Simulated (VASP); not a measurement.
# TaAs in VASP: single point with PBEsol

Aim: the single point of TaAs with PBEsol.

Everything below comes from runs of VASP 6.6.1. Logs are shortened: lines on timing, memory, paths and dates and some standing lists are left out, and cuts for length are marked.

## (1) The cell of the first run

The cell holds a slab with vacuum, 12 atoms: a = 3.429 Å, b = 3.429 Å, c = 30.427 Å, α = 90.00°, β = 90.00°, γ = 90.00°.

## (2) Single point, PBEsol

The input, INCAR:

```
PREC = Accurate
ENCUT = 520
EDIFF = 1E-6
ISMEAR = 0
SIGMA = 0.1
LREAL = F
LASPH = T
NELM = 80
ALGO = Normal
ISIF = 2
LWAVE = F
LCHARG = F
LDIPOL = T
IDIPOL = 3
DIPOL = 0.5 0.5 0.500
GGA = PS
NBANDS = 60
```

The input, KPOINTS:

```
regular mesh
0
Gamma
  10 10 1
```

The input, POSCAR:

```
TaAs
1.0
    3.4287004850      0.0000000000      0.0000000000
    0.0000000000      3.4287004850      0.0000000000
    0.0000000000      0.0000000000     30.4272624036
Ta As
6 6
Direct
    0.5000000000      0.5000000000      0.2464894771
    0.0000000000      0.5000000000      0.3416530200
    0.0000000000      0.0000000000      0.4368165630
    0.5000000000      0.0000000000      0.5319801059
    0.5000000000      0.5000000000      0.6271436488
    0.0000000000      0.5000000000      0.7223071917
    0.0000000000      0.0000000000      0.2776928083
    0.5000000000      0.0000000000      0.3728563512
    0.5000000000      0.5000000000      0.4680198941
    0.0000000000      0.5000000000      0.5631834370
    0.0000000000      0.0000000000      0.6583469800
    0.5000000000      0.0000000000      0.7535105229
```

Potentials or basis: VASP PAW PBE potentials, release 64 (Ta_pv, As).

Command:

```console
cat potpaw_PBE.64/Ta_pv/POTCAR potpaw_PBE.64/As/POTCAR > POTCAR
mpirun -np 1 vasp_std > vasp.out
```

OUTCAR:

```text
PREC = Accurate
   ENCUT = 520
   EDIFF = 1E-6
   ISMEAR = 0
   LREAL = F
   LASPH = T
   NELM = 80
   ISIF = 2
   GGA = PS

 ion  position               nearest neighbor table
   1  0.500  0.500  0.246-   7 2.60   7 2.60   7 2.60   7 2.60   2 3.37   2 3.37
   2  0.000  0.500  0.342-   7 2.59   7 2.59   8 2.60   8 2.60   8 2.60   8 2.60   1 3.37   1 3.37
                             3 3.37   3 3.37
   3  0.000  0.000  0.437-   8 2.59   8 2.59   9 2.60   9 2.60   9 2.60   9 2.60   4 3.37   4 3.37
                             2 3.37   2 3.37
   4  0.500  0.000  0.532-   9 2.59   9 2.59  10 2.60  10 2.60  10 2.60  10 2.60   3 3.37   3 3.37
                             5 3.37   5 3.37
   5  0.500  0.500  0.627-  10 2.59  10 2.59  11 2.60  11 2.60  11 2.60  11 2.60   6 3.37   6 3.37
                             4 3.37   4 3.37
   6  0.000  0.500  0.722-  11 2.59  11 2.59  12 2.60  12 2.60  12 2.60  12 2.60   5 3.37   5 3.37

   7  0.000  0.000  0.278-   2 2.59   2 2.59   1 2.60   1 2.60   1 2.60   1 2.60
   8  0.500  0.000  0.373-   3 2.59   3 2.59   2 2.60   2 2.60   2 2.60   2 2.60
   9  0.500  0.500  0.468-   4 2.59   4 2.59   3 2.60   3 2.60   3 2.60   3 2.60
  10  0.000  0.500  0.563-   5 2.59   5 2.59   4 2.60   4 2.60   4 2.60   4 2.60
  11  0.000  0.000  0.658-   6 2.59   6 2.59   5 2.60   5 2.60   5 2.60   5 2.60
  12  0.500  0.000  0.754-   6 2.60   6 2.60   6 2.60   6 2.60

  LATTYP: Found a simple tetragonal cell.
 ALAT       =     3.4287004850
 C/A-ratio  =     8.8742841601

  Lattice vectors:

 A1 = (   3.4287004850,   0.0000000000,   0.0000000000)
 A2 = (   0.0000000000,   3.4287004850,   0.0000000000)
 A3 = (   0.0000000000,   0.0000000000,  30.4272624036)

Analysis of symmetry for initial positions (statically):
=====================================================================
 Subroutine PRICEL returns:
 Original cell was already a primitive cell.

 Routine SETGRP: Setting up the symmetry group for a
 simple tetragonal supercell.

 Subroutine GETGRP returns: Found  4 space group operations
 (whereof  4 operations were pure point group operations)
 out of a pool of 16 trial point group operations.

The static configuration has the point symmetry C_2v.

Analysis of symmetry for dynamics (positions and initial velocities):
=====================================================================
 Subroutine PRICEL returns:
 Original cell was already a primitive cell.

 Routine SETGRP: Setting up the symmetry group for a
 simple tetragonal supercell.

 Subroutine GETGRP returns: Found  4 space group operations
 (whereof  4 operations were pure point group operations)
 out of a pool of 16 trial point group operations.
[... 144 lines left out ...]
  Thomas-Fermi vector in A             =   2.191204
   LORBIT       =      0    0 simple, 1 ext, 2 COOP (PROOUT), +10 PAW based schemes
   GGA     = PS    functional components
   LHFCALC =     F    Hartree Fock is set to
   AEXX    =    0.0000 exact exchange contribution
   IVDW    =     0    specifies the selected vdW correction
   LEPSILON=     F    determine dielectric tensor
   LRPA    =     F    only Hartree local field effects (RPA)
 non-spin polarized calculation
 Gauss-broadening in eV      SIGMA  =   0.10
  energy-cutoff  :      520.00
  volume of cell :      357.70
 maximum number of plane-waves:      9677
 NGX is ok and might be reduce to    28
   NGX = 13   NGY = 13   NGZ =113

 dipolmoment           0.000000      0.000000     -0.035702 electrons x Angstroem

 number of electron      96.0000011 magnetization

 dipolmoment           0.000000      0.000000      0.038972 electrons x Angstroem

 Free energy of the ion-electron system (eV)
  ---------------------------------------------------
  ext. energy  EPLUGINS =         0.00000000
  ---------------------------------------------------
  free energy    TOTEN  =      -109.59556640 eV

  energy without entropy =     -109.56572877  energy(sigma->0) =     -109.58064758

 E-fermi :   1.9160     XC(G=0):  -7.5666

 val. band max:        1.9159937428   @ k =   0.5000   0.2000   0.0000
 cond. band min:       1.9215669619   @ k =   0.4000   0.0000   0.0000
 fundamental gap:      0.0055732190
 Fermi energy:         1.9160365954

 k-point     1 :       0.0000    0.0000    0.0000
  band No.  band energies     occupation
      1     -32.9868      2.00000
      2     -32.8828      2.00000
      3     -32.8665      2.00000
      4     -32.8427      2.00000
      5     -32.8038      2.00000
      6     -32.8036      2.00000
[... 1501 lines left out ...]
     59       4.7661      0.00000
     60       5.1528      0.00000

 [... further k-points ...]

------------------------ aborting loop because EDIFF is reached ----------------------------------------

 vacuum level on the upper side and lower side of the slab       (xc-potential included)         0.083        -0.554

  FORCE on cell =-STRESS in cart. coord.  units (eV):
  Direction    XX          YY          ZZ          XY          YZ          ZX
  --------------------------------------------------------------------------------------
  -------------------------------------------------------------------------------------
  Total       -3.9503450     -2.2947642      0.3831954      0.0000000      0.0000000      0.0000000
  in kB      -17.6939027    -10.2784275      1.7163622      0.0000000      0.0000000      0.0000000
  external PRESSURE =      -8.7519893 kB  Pullay stress =       0.0000000 kB

 VOLUME and BASIS-vectors are now :
 -----------------------------------------------------------------------------
  energy-cutoff  :      520.00
  volume of cell :      357.70
      direct lattice vectors                 reciprocal lattice vectors
     3.428700485  0.000000000  0.000000000     0.291655688  0.000000000  0.000000000
     0.000000000  3.428700485  0.000000000     0.000000000  0.291655688  0.000000000
     0.000000000  0.000000000 30.427262404     0.000000000  0.000000000  0.032865264

 POSITION                                       TOTAL-FORCE (eV/Angst)
 -----------------------------------------------------------------------------------
      1.71435      1.71435      7.50000         0.000000      0.000000      0.919649
      0.00000      1.71435     10.39557         0.000000      0.000000     -0.137771
      0.00000      0.00000     13.29113         0.000000      0.000000     -0.132596
      1.71435      0.00000     16.18670         0.000000      0.000000     -0.056335
      1.71435      1.71435     19.08226         0.000000      0.000000     -0.135811
      0.00000      1.71435     21.97783         0.000000      0.000000     -0.231754
      0.00000      0.00000      8.44943         0.000000      0.000000     -0.844071
      1.71435      0.00000     11.34500         0.000000      0.000000      0.111662
      1.71435      1.71435     14.24056         0.000000      0.000000      0.021803
      0.00000      1.71435     17.13613         0.000000      0.000000      0.024149
      0.00000      0.00000     20.03170         0.000000      0.000000      0.035239
      1.71435      0.00000     22.92726         0.000000      0.000000      0.425836
 -----------------------------------------------------------------------------------
    total drift:                                0.000000      0.000000      0.000185

  FREE ENERGIE OF THE ION-ELECTRON SYSTEM (eV)
  ---------------------------------------------------
  free  energy   TOTEN  =      -109.5955663975 eV

  energy  without entropy=     -109.5657287676  energy(sigma->0) =     -109.58064758

 vacuum level on the upper side and lower side of the slab         6.843         6.186
```

stdout:

```text
POSCAR found type information on POSCAR TaAs
 POSCAR found :  2 types and      12 ions
 scaLAPACK will be used
 -----------------------------------------------------------------------------
|                                                                             |
|                                                                             |
|     You enforced a specific xc type in the INCAR file but a different       |
|     I HOPE YOU KNOW WHAT YOU ARE DOING!                                     |
|                                                                             |
 -----------------------------------------------------------------------------

 LDA part: xc-table for (Slater+PW92), standard interpolation
 POSCAR, INCAR and KPOINTS ok, starting setup
 FFT: planning ... GRIDC
 FFT: planning ... GRID_SOFT
 FFT: planning ... GRID
 WAVECAR not read
 entering main loop
```

It took 34 min on 1 thread of Intel Xeon Platinum 8488C (Sapphire Rapids), shared host; peak memory 0.8 GiB.

Results:

* Free energy: -109.5956 eV
* Largest force: 0.920 eV/Å
* Band gap on the k mesh: zero (bands 48 and 49 overlap by 1.08 eV)

Forces in eV/Å, atoms in the order of the input:
```
Ta   0.000  0.000  0.920
Ta   0.000  0.000 -0.138
Ta   0.000  0.000 -0.133
Ta   0.000  0.000 -0.056
Ta   0.000  0.000 -0.136
Ta   0.000  0.000 -0.232
As   0.000  0.000 -0.844
As   0.000  0.000  0.112
As   0.000  0.000  0.022
As   0.000  0.000  0.024
As   0.000  0.000  0.035
As   0.000  0.000  0.426
```

Caveat: the PAW data sets were made with another functional, which shifts forces and pressure a little; spin-orbit coupling is left out, which moves the levels of the heavy elements.
